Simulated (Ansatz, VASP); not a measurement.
# Two plane-wave programs on P2Rh2W

File INCAR:

```
SYSTEM = P2Rh2W
PREC = Accurate
ENCUT = 520
EDIFF = 1E-6
ISMEAR = 0
SIGMA = 0.0137
LREAL = .FALSE.
LASPH = .TRUE.
NELM = 150
ALGO = Normal
ISIF = 2
LWAVE = .FALSE.
LCHARG = .FALSE.
LMAXMIX = 4
LDAU = .TRUE.
LDAUTYPE = 1
LDAUL = -1 2 -1
LDAUU = 0 3.86 0
LDAUJ = 0 0.7 0
LDAUPRINT = 1
GGA = RP
NBANDS = 35
```

File KPOINTS:

```
Automatic mesh
0
G
  5 5 5
  0 0 0
```

File POSCAR:

```
P2Rh2W
1.0
    0.0000000000      3.5915870000      0.0000000000
    3.5915870000      0.0000000000      0.0000000000
    1.7957930000      1.7957930000     -6.0041640000
W Rh P
1 2 2
Direct
    0.0000000000      0.0000000000      0.0000000000
    0.7500000000      0.2500000000      0.5000000000
    0.2500000000      0.7500000000      0.5000000000
    0.3600000000      0.3600000000      0.2800000000
    0.6400000000      0.6400000000      0.7200000000
```

Input for Ansatz:

```yaml
crystal:
  lattice:
    - [0.0, 3.591587, 0.0]
    - [3.591587, 0.0, 0.0]
    - [1.795793, 1.795793, -6.004164]
  atoms:
    - { symbol: W, position: [0.0, 0.0, 0.0] }
    - { symbol: Rh, position: [0.75, 0.25, 0.5] }
    - { symbol: Rh, position: [0.25, 0.75, 0.5] }
    - { symbol: P, position: [0.36, 0.36, 0.28] }
    - { symbol: P, position: [0.64, 0.64, 0.72] }
  symmetry: { tolerance: 0.0003 }
kpoints:
  mp_grid: { grid: [5, 5, 5], shift: [0, 0, 0] }
magnetization:
  spin_polarized: false
scf:
  occupations: { method: gaussian, width: 0.0137 }
hamiltonian:
  pseudopotentials: { kind: paw }
  xc: rpbe
  hubbard:
    projectors: all-electron-ortho-atomic
    sites: [{ species: Rh, l: d, u: 3.86, j: 0.7 }]
basis:
  ecutwfc: 500
output:
  forces: true
  stress: true
  eigenvalues: true
  write_density: true
  write_potential: true
  elf: true
  volumetric_format: npy
```

Alike in both runs: task single point; functional RPBE; k mesh 5 × 5 × 5; occupations gaussian, width 0.0137 eV; no spin polarisation; Hubbard terms Rh d U = 3.86 eV, J = 0.7 eV.

```csv
,VASP,Ansatz
version,VASP 6.6.1,Ansatz 0.2.0
potentials or method,"VASP PAW PBE potentials, release 64 (W_sv, Rh_pv, P), cutoff 520 eV",PAW plane waves
valence electrons in the cell,54,58
```

|  | VASP | Ansatz | Ansatz less VASP |
| --- | --- | --- | --- |
| gap on the k mesh at the Fermi level (eV) | none | none | - |
| pressure (GPa) | 10.2 | 14.1 | +3.91 |
| traceless stress, the component that is largest in VASP (GPa) | -14.88 | -16.01 | -1.126 |
| rms of the force components (eV/Å) | 1.656 | 1.851 | +0.1948 |

VASP's potentials were made for PBE, not for RPBE. The programs project onto different local orbitals, so the same U acts differently, and such runs can settle in different states. Atom by atom the forces differ by 0.195 eV/Å (rms over components). A gap of «none» marks a metal or a gap that the smearing closes. VASP's potentials hold 54 valence electrons a cell and Ansatz's 58, so a difference there can come from the potentials and not from the codes. Ansatz's warnings: filled band counts differ across k points.

The k mesh is coarse, so the values compare programs but aren't converged. Neither program's run includes spin-orbit coupling.
